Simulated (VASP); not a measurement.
# TiSi2 (P6/mmm) in VASP: notebook

TiSi2 is run at these levels: PBE; tasks: single point.

Program: VASP 6.6.1. These are calculated values, not measurements. Logs are shortened: lines on timing, memory, paths and dates and some standing lists are left out, and cuts for length are marked.

### Step 1. The cell of the first run

The structure is hexagonal, space group P6/mmm (No. 191). The conventional cell has a = 4.386 Å, b = 4.386 Å, c = 2.549 Å, α = 90.00°, β = 90.00°, γ = 120.00°. Within 3.4 Å of Ti (site symmetry 6/mmm) lie 2 Ti at 2.55 Å and 12 Si at 2.83 Å. Within 3.3 Å of Si (site symmetry -6m2) lie 5 Si at 2.53 to 2.55 Å and 6 Ti at 2.83 Å.

### Step 2. Single point, PBE

INCAR

```
SYSTEM = TiSi2
PREC     = Accurate       ! precision mode
ENCUT    = 520            ! plane-wave cutoff, eV
EDIFF    = 1E-6           ! SCF threshold, eV
ISMEAR   = -1             ! smearing method
SIGMA    = 0.05           ! smearing width, eV
LREAL    = .False.        ! projectors in reciprocal space
LASPH    = .True.         ! aspherical terms in the spheres
NELM     = 100            ! most SCF steps
ALGO     = Normal         ! electronic algorithm
ISIF     = 2              ! what is computed and relaxed
LWAVE    = .False.        ! write WAVECAR
LCHARG   = .True.         ! write CHGCAR
GGA      = PE             ! functional
LELF     = .True.         ! ELF
LVHAR    = .True.       
NBANDS   = 17             ! bands
```

KPOINTS

```
regular mesh
0
Gamma
  7 7 10
  0 0 0
```

POSCAR

```
TiSi2
1.0
    4.3862502084      0.0000000000      0.0000000000
   -2.1931251042      3.7986041078      0.0000000000
    0.0000000000      0.0000000000      2.5487432331
Ti Si
1 2
Direct
    0.0000000000      0.0000000000      0.0000000000
    0.3333333333      0.6666666667      0.5000000000
    0.6666666667      0.3333333333      0.5000000000
```

Potentials or basis: VASP PAW PBE potentials, release 64 (Ti_sv, Si).

Started as:

```sh
> cat potpaw_PBE.64/Ti_sv/POTCAR potpaw_PBE.64/Si/POTCAR > POTCAR
> mpirun -np 1 vasp_std > vasp.out
```

OUTCAR:

```text
SYSTEM = TiSi2
   PREC = Accurate
   ENCUT = 520
   EDIFF = 1E-6
   ISMEAR = -1
   LREAL = .False.
   LASPH = .True.
   NELM = 100
   ISIF = 2
   GGA = PE

 ion  position               nearest neighbor table
   1  0.000  0.000  0.000-   2 2.83   3 2.83   2 2.83   3 2.83   2 2.83   2 2.83   3 2.83   3 2.83
                             3 2.83   3 2.83   2 2.83   2 2.83
   2  0.333  0.667  0.500-   3 2.53   3 2.53   3 2.53   1 2.83   1 2.83   1 2.83   1 2.83   1 2.83
                             1 2.83
   3  0.667  0.333  0.500-   2 2.53   2 2.53   2 2.53   1 2.83   1 2.83   1 2.83   1 2.83   1 2.83
                             1 2.83

  LATTYP: Found a hexagonal cell.
 ALAT       =     4.3862502084
 C/A-ratio  =     0.5810756596

  Lattice vectors:

 A1 = (   4.3862502084,   0.0000000000,   0.0000000000)
 A2 = (  -2.1931251042,   3.7986041078,   0.0000000000)
 A3 = (   0.0000000000,   0.0000000000,   2.5487432331)

Analysis of symmetry for initial positions (statically):
=====================================================================
 Subroutine PRICEL returns:
 Original cell was already a primitive cell.

 Routine SETGRP: Setting up the symmetry group for a
 hexagonal supercell.

 Subroutine GETGRP returns: Found 24 space group operations
 (whereof 24 operations were pure point group operations)
 out of a pool of 24 trial point group operations.

The static configuration has the point symmetry D_6h.

Analysis of symmetry for dynamics (positions and initial velocities):
=====================================================================
 Subroutine PRICEL returns:
 Original cell was already a primitive cell.

 Routine SETGRP: Setting up the symmetry group for a
 hexagonal supercell.

 Subroutine GETGRP returns: Found 24 space group operations
 (whereof 24 operations were pure point group operations)
 out of a pool of 24 trial point group operations.

The dynamic configuration has the point symmetry D_6h.

 Subroutine INISYM returns: Found 24 space group operations
 (whereof 24 operations are pure point group operations),
 and found     1 'primitive' translations

----------------------------------------------------------------------------------------

                                     Primitive cell

  volume of cell :      42.4662

  direct lattice vectors                    reciprocal lattice vectors
     4.386250208  0.000000000  0.000000000     0.227985170  0.131627299  0.000000000
    -2.193125104  3.798604108  0.000000000     0.000000000  0.263254599  0.000000000
     0.000000000  0.000000000  2.548743233     0.000000000  0.000000000  0.392350232

  length of vectors
     4.386250208  4.386250208  2.548743233     0.263254599  0.263254599  0.392350232

  position of ions in fractional coordinates (direct lattice)
     0.000000000  0.000000000  0.000000000
     0.333333333  0.666666667  0.500000000
     0.666666667  0.333333333  0.500000000

  ion indices of the primitive-cell ions
   primitive index   ion index
                 1           1
                 2           2
                 3           3

----------------------------------------------------------------------------------------

 KPOINTS: regular mesh

Automatic generation of k-mesh.
 Grid dimensions read from file:
 generate k-points for:    7    7   10

 Generating k-lattice:

  Cartesian coordinates                     Fractional coordinates (reciprocal lattice)
     0.032569310  0.018803900  0.000000000     0.142857143 -0.000000000  0.000000000
     0.000000000  0.037607800  0.000000000     0.000000000  0.142857143  0.000000000
     0.000000000  0.000000000  0.039235023     0.000000000  0.000000000  0.100000000

  Length of vectors
     0.037607800  0.037607800  0.039235023

  Shift w.r.t. Gamma in fractional coordinates (k-lattice)
     0.000000000  0.000000000  0.000000000

 Subroutine IBZKPT returns following result:
 ===========================================

 Found     48 irreducible k-points:

 Following reciprocal coordinates:
            Coordinates               Weight
  0.000000  0.000000  0.000000      1.000000
  0.142857  0.000000  0.000000      6.000000
  0.285714  0.000000  0.000000      6.000000
  0.428571  0.000000  0.000000      6.000000
  0.142857  0.142857  0.000000      6.000000
  0.285714  0.142857  0.000000     12.000000
[... 16 lines left out ...]
  0.428571  0.142857  0.200000     12.000000
  0.285714  0.285714  0.200000     12.000000
 [... further k-points ...]
   k-points           NKPTS =     48   k-points in BZ     NKDIM =     48   number of bands    NBANDS=     17
   number of dos      NEDOS =    301   number of ions     NIONS =      3
   total plane-waves  NPLWV =  25920
   dimension x,y,z NGX =    36 NGY =   36 NGZ =   20
   dimension x,y,z NGXF=    72 NGYF=   72 NGZF=   40
   ions per type =               1   2
   NGX,Y,Z   is equivalent  to a cutoff of  13.64, 13.64, 13.05 a.u.
   NGXF,Y,Z  is equivalent  to a cutoff of  27.29, 27.29, 26.09 a.u.
 SYSTEM =  TiSi2
   PREC   = accura    normal or accurate (medium, high low for compatibility)
   ISTART =      0    job   : 0-new  1-cont  2-samecut
   ICHARG =      2    charge: 1-file 2-atom 10-const
   ISPIN  =      1    spin polarized calculation?
   LNONCOLLINEAR =      F non collinear calculations
   LSORBIT =      F    spin-orbit coupling
   LASPH  =      T    aspherical Exc in radial PAW
   ENCUT  =  520.0 eV  38.22 Ry    6.18 a.u.   8.16  8.16  4.74*2*pi/ulx,y,z
   NELM   =    100;   NELMIN=  2; NELMDL= -5     # of ELM steps
   EDIFF  = 0.1E-05   stopping-criterion for ELM
   LREAL  =      F    real-space projection
   EDIFFG = 0.1E-04   stopping-criterion for IOM
   NSW    =      0    number of steps for IOM
   IBRION =     -1    ionic relax: 0-MD 1-quasi-New 2-CG
   NFREE  =      0    steps in history (QN), initial steepest desc. (CG)
   ISIF   =      2    stress and relaxation
   ISYM   =      2    0-nonsym 1-usesym 2-fastsym
   POTIM  = 0.5000    time-step for ionic-motion
   TEBEG  =    0.0;   TEEND  =   0.0 temperature during run
   PSTRESS=    0.0 pullay stress
   NELECT =      20.0000    total number of electrons
   NUPDOWN=      -1.0000    fix difference up-down
   EMIN   =  10.00;   EMAX   =-10.00  energy-range for DOS
   EFERMI =   0.00;   METHOD = LEGACY
   ISMEAR =    -1;   SIGMA  =   0.05  broadening in eV -4-tet -1-fermi 0-gaus
   EFERMI_NEDOS =   21; number of points for ismear=-14 and -15
   IALGO  =     38    algorithm
   IMIX   =      4    mixing-type and parameters
     AMIX     =   0.40;   BMIX     =  1.00
     AMIX_MAG =   1.60;   BMIX_MAG =  1.00
  volume/ion in A,a.u.               =      14.16        95.53
  Fermi-wavevector in a.u.,A,eV,Ry     =   1.273709  2.406962 22.073213  1.622335
  Thomas-Fermi vector in A             =   2.406518
   LORBIT       =      0    0 simple, 1 ext, 2 COOP (PROOUT), +10 PAW based schemes
   GGA     = PE    functional components
   LHFCALC =     F    Hartree Fock is set to
   AEXX    =    0.0000 exact exchange contribution
   IVDW    =     0    specifies the selected vdW correction
   LEPSILON=     F    determine dielectric tensor
   LRPA    =     F    only Hartree local field effects (RPA)
 non-spin polarized calculation
  energy-cutoff  :      520.00
  volume of cell :       42.47
 maximum number of plane-waves:      1162
 NGX is ok and might be reduce to    36
   NGX = 17   NGY = 17   NGZ =  9

 number of electron      20.0000000 magnetization

 Free energy of the ion-electron system (eV)
  ---------------------------------------------------
  ext. energy  EPLUGINS =         0.00000000
  ---------------------------------------------------
  free energy    TOTEN  =       -19.41948050 eV

  energy without entropy =      -19.40309340  energy(sigma->0) =      -19.41128695

 E-fermi :  10.5621     XC(G=0): -11.6698

 val. band max:       10.5497869332   @ k =   0.4286   0.0000   0.4000
 cond. band min:      10.5638845059   @ k =   0.2857   0.0000   0.1000
 fundamental gap:      0.0140975727
 Fermi energy:        10.5621463062

 k-point     1 :       0.0000    0.0000    0.0000
  band No.  band energies     occupation
      1     -46.1618      2.00000
      2     -22.4756      2.00000
      3     -22.4756      2.00000
      4     -21.8161      2.00000
      5      -2.6240      2.00000
      6       5.3163      2.00000
[... 9 lines left out ...]
     16      16.2200      0.00000
     17      17.8605      0.00000

 k-point     2 :       0.1429    0.0000    0.0000
  band No.  band energies     occupation
      1     -46.1617      2.00000
      2     -22.4783      2.00000
      3     -22.4762      2.00000
      4     -21.8160      2.00000
      5      -2.4229      2.00000
      6       3.5395      2.00000
[... 9 lines left out ...]
     16      16.7683      0.00000
     17      18.1111      0.00000

 k-point     3 :       0.2857    0.0000    0.0000
  band No.  band energies     occupation
      1     -46.1616      2.00000
      2     -22.4843      2.00000
      3     -22.4776      2.00000
      4     -21.8159      2.00000
      5      -1.8454      2.00000
      6       1.9422      2.00000
[... 9 lines left out ...]
     16      17.7187      0.00000
     17      18.7733      0.00000

 k-point     4 :       0.4286    0.0000    0.0000
  band No.  band energies     occupation
      1     -46.1614      2.00000
      2     -22.4891      2.00000
      3     -22.4787      2.00000
      4     -21.8157      2.00000
      5      -1.0211      2.00000
      6       0.6317      2.00000
[... 9 lines left out ...]
     16      16.8289      0.00000
     17      18.5277      0.00000
[... 343 lines left out ...]
      1     -46.1020      2.00000
      2     -22.4348      2.00000
      3     -22.4287      2.00000
      4     -22.2099      2.00000
      5      -0.4796      2.00000
      6       1.9712      2.00000
[... 9 lines left out ...]
     16      15.1259      0.00000
     17      17.2958      0.00000

 k-point    23 :       0.4286    0.1429    0.2000
  band No.  band energies     occupation
      1     -46.1020      2.00000
      2     -22.4365      2.00000
      3     -22.4295      2.00000
      4     -22.2097      2.00000
      5       0.1315      2.00000
      6       1.1678      2.00000
[... 9 lines left out ...]
     16      15.7523      0.00000
     17      15.9592      0.00000

 k-point    24 :       0.2857    0.2857    0.2000
  band No.  band energies     occupation
      1     -46.1019      2.00000
      2     -22.4349      2.00000
      3     -22.4317      2.00000
      4     -22.2096      2.00000
      5       0.2447      2.00000
      6       1.1637      2.00000
[... 9 lines left out ...]
     16      14.8152      0.00000
     17      15.9376      0.00000

 [... further k-points ...]
[... 5 lines left out ...]
  --------------------------------------------------------------------------------------
  -------------------------------------------------------------------------------------
  Total       -0.0791879     -0.0791879     -0.0422480      0.0000000     -0.0000000      0.0000000
  in kB       -2.9876240     -2.9876240     -1.5939453      0.0000000     -0.0000000      0.0000000
  external PRESSURE =      -2.5230644 kB  Pullay stress =       0.0000000 kB

 VOLUME and BASIS-vectors are now :
 -----------------------------------------------------------------------------
  energy-cutoff  :      520.00
  volume of cell :       42.47
      direct lattice vectors                 reciprocal lattice vectors
     4.386250208  0.000000000  0.000000000     0.227985170  0.131627299  0.000000000
    -2.193125104  3.798604108  0.000000000     0.000000000  0.263254599  0.000000000
     0.000000000  0.000000000  2.548743233     0.000000000  0.000000000  0.392350232

 POSITION                                       TOTAL-FORCE (eV/Angst)
 -----------------------------------------------------------------------------------
      0.00000      0.00000      0.00000         0.000000      0.000000      0.000000
     -0.00000      2.53240      1.27437        -0.000000     -0.000000      0.000000
      2.19313      1.26620      1.27437         0.000000      0.000000     -0.000000
 -----------------------------------------------------------------------------------
    total drift:                               -0.000000     -0.000000      0.000000

  FREE ENERGIE OF THE ION-ELECTRON SYSTEM (eV)
  ---------------------------------------------------
  free  energy   TOTEN  =       -19.4194804981 eV

  energy  without entropy=      -19.4030934003  energy(sigma->0) =      -19.41128695
```

Wall time 43 s (1 thread of Intel Xeon 8259CL, shared host); peak memory 0.18 GiB.

Results:

- Free energy: -19.4195 eV
- Pressure: -0.3 GPa
- Band gap on the k mesh: zero (band 10 reaches 11.30 eV, above the bottom of band 11 at 8.63 eV)

### Step 3. Single point, PBE

INCAR

```
SYSTEM = TiSi2
  PREC = Accurate
  ENCUT = 520
  EDIFF = 1E-6
  ISMEAR = -1
  SIGMA = 0.05
  LREAL = .False.
  LASPH = .True.
  NELM = 60
  ALGO = Normal
  ISIF = 2
  LWAVE = .False.
  LCHARG = .False.
  GGA = PE
  NBANDS = 17
```

KPOINTS is that of step 2.

POSCAR

```
TiSi2
1.0
    4.3824301720      0.0000000000      0.0000000000
   -2.1912150860      3.7952958592      0.0000000000
    0.0000000000      0.0000000000      2.5501808087
Ti Si
1 2
Direct
    0.0000000000      0.0000000000      0.0000000000
    0.3333333333      0.6666666667      0.5000000000
    0.6666666667      0.3333333333      0.5000000000
```

Potentials or basis: VASP PAW PBE potentials, release 64 (Ti_sv, Si).

Started as:

```sh
> cat potpaw_PBE.64/Ti_sv/POTCAR potpaw_PBE.64/Si/POTCAR > POTCAR
> mpirun -np 1 vasp_std > vasp.out
```

OUTCAR:

```text
SYSTEM = TiSi2
   PREC = Accurate
   ENCUT = 520
   EDIFF = 1E-6
   ISMEAR = -1
   LREAL = .False.
   LASPH = .True.
   NELM = 60
   ISIF = 2
   GGA = PE

 ion  position               nearest neighbor table
   1  0.000  0.000  0.000-   2 2.83   3 2.83   2 2.83   3 2.83   2 2.83   2 2.83   3 2.83   3 2.83
                             3 2.83   3 2.83   2 2.83   2 2.83
   2  0.333  0.667  0.500-   3 2.53   3 2.53   3 2.53   1 2.83   1 2.83   1 2.83   1 2.83   1 2.83
                             1 2.83
   3  0.667  0.333  0.500-   2 2.53   2 2.53   2 2.53   1 2.83   1 2.83   1 2.83   1 2.83   1 2.83
                             1 2.83

  LATTYP: Found a hexagonal cell.
 ALAT       =     4.3824301720
 C/A-ratio  =     0.5819101979

  Lattice vectors:

 A1 = (   4.3824301720,   0.0000000000,   0.0000000000)
 A2 = (  -2.1912150860,   3.7952958592,   0.0000000000)
 A3 = (   0.0000000000,   0.0000000000,   2.5501808087)

Analysis of symmetry for initial positions (statically):
=====================================================================
[... 168 lines left out ...]
  ext. energy  EPLUGINS =         0.00000000
  ---------------------------------------------------
  free energy    TOTEN  =       -19.41951795 eV

  energy without entropy =      -19.40315563  energy(sigma->0) =      -19.41133679

 E-fermi :  10.5794     XC(G=0): -11.6752

 val. band max:       10.5656349184   @ k =   0.4286  -0.0000   0.4000
 cond. band min:      10.5897746576   @ k =   0.2857  -0.0000   0.1000
 fundamental gap:      0.0241397393
 Fermi energy:        10.5794314987

 k-point     1 :       0.0000    0.0000    0.0000
  band No.  band energies     occupation
      1     -46.1441      2.00000
      2     -22.4582      2.00000
      3     -22.4582      2.00000
      4     -21.8016      2.00000
      5      -2.6166      2.00000
      6       5.3294      2.00000
[... 457 lines left out ...]
      4     -22.1934      2.00000
      5       0.2555      2.00000
      6       1.1762      2.00000
[... 9 lines left out ...]
     16      14.8243      0.00000
     17      15.9671      0.00000

 [... further k-points ...]
[... 5 lines left out ...]
  --------------------------------------------------------------------------------------
  -------------------------------------------------------------------------------------
  Total       -0.0281245     -0.0281245     -0.0373788      0.0000000      0.0000000      0.0000000
  in kB       -1.0623418     -1.0623418     -1.4119009      0.0000000      0.0000000      0.0000000
  external PRESSURE =      -1.1788615 kB  Pullay stress =       0.0000000 kB

 VOLUME and BASIS-vectors are now :
 -----------------------------------------------------------------------------
  energy-cutoff  :      520.00
  volume of cell :       42.42
      direct lattice vectors                 reciprocal lattice vectors
     4.382430172  0.000000000  0.000000000     0.228183898  0.131742035  0.000000000
    -2.191215086  3.795295859  0.000000000     0.000000000  0.263484070  0.000000000
     0.000000000  0.000000000  2.550180809     0.000000000  0.000000000  0.392129059

 POSITION                                       TOTAL-FORCE (eV/Angst)
 -----------------------------------------------------------------------------------
      0.00000      0.00000      0.00000        -0.000000      0.000000      0.000000
     -0.00000      2.53020      1.27509        -0.000000      0.000000     -0.000000
      2.19122      1.26510      1.27509         0.000000     -0.000000      0.000000
 -----------------------------------------------------------------------------------
    total drift:                                0.000000     -0.000000      0.000000

  FREE ENERGIE OF THE ION-ELECTRON SYSTEM (eV)
  ---------------------------------------------------
  free  energy   TOTEN  =       -19.4195179487 eV

  energy  without entropy=      -19.4031556276  energy(sigma->0) =      -19.41133679
```

OSZICAR:

```text
N       E                     dE             d eps       ncg     rms          rms(c)
DAV:   1     0.131755553116E+03    0.13176E+03   -0.94827E+03  1632   0.121E+03
DAV:   2    -0.122527601210E+02   -0.14401E+03   -0.14005E+03  1695   0.317E+02
DAV:   3    -0.207942480265E+02   -0.85415E+01   -0.82314E+01  2451   0.711E+01
DAV:   4    -0.210766841331E+02   -0.28244E+00   -0.28092E+00  1970   0.114E+01
DAV:   5    -0.210849438885E+02   -0.82598E-02   -0.82555E-02  2432   0.188E+00    0.118E+01
DAV:   6    -0.203371025996E+02    0.74784E+00   -0.22625E+01  2087   0.339E+01    0.681E+00
DAV:   7    -0.194642481237E+02    0.87285E+00   -0.60221E+00  2070   0.186E+01    0.387E+00
DAV:   8    -0.194409954326E+02    0.23253E-01   -0.63526E-01  1948   0.687E+00    0.156E+00
DAV:   9    -0.194191636682E+02    0.21832E-01   -0.14097E-01  1909   0.347E+00    0.345E-01
DAV:  10    -0.194195132731E+02   -0.34960E-03   -0.43402E-03  2064   0.488E-01    0.136E-01
DAV:  11    -0.194195034508E+02    0.98222E-05   -0.48092E-04  2089   0.153E-01    0.659E-02
DAV:  12    -0.194195180625E+02   -0.14612E-04   -0.39304E-05  1945   0.521E-02    0.132E-02
DAV:  13    -0.194195179487E+02    0.11384E-06   -0.33191E-06  2039   0.998E-03
   1 F= -.19419518E+02 E0= -.19411337E+02  d E =-.163623E-01
```

stdout:

```text
POSCAR found type information on POSCAR TiSi
 POSCAR found :  2 types and       3 ions
 scaLAPACK will be used
 LDA part: xc-table for (Slater+PW92), standard interpolation
 POSCAR, INCAR and KPOINTS ok, starting setup
 FFT: planning ... GRIDC
 FFT: planning ... GRID_SOFT
 FFT: planning ... GRID
 WAVECAR not read
 entering main loop
```

Run time: 43 s. Hardware: 1 thread of Intel Xeon 8259CL, shared host; peak memory 0.19 GiB.

Results:

| Quantity | Value |
| --- | --- |
| Free energy | -19.4195 eV |
| Pressure | -0.1 GPa |
| Band gap on the k mesh | zero (band 10 reaches 11.32 eV, above the bottom of band 11 at 8.66 eV) |
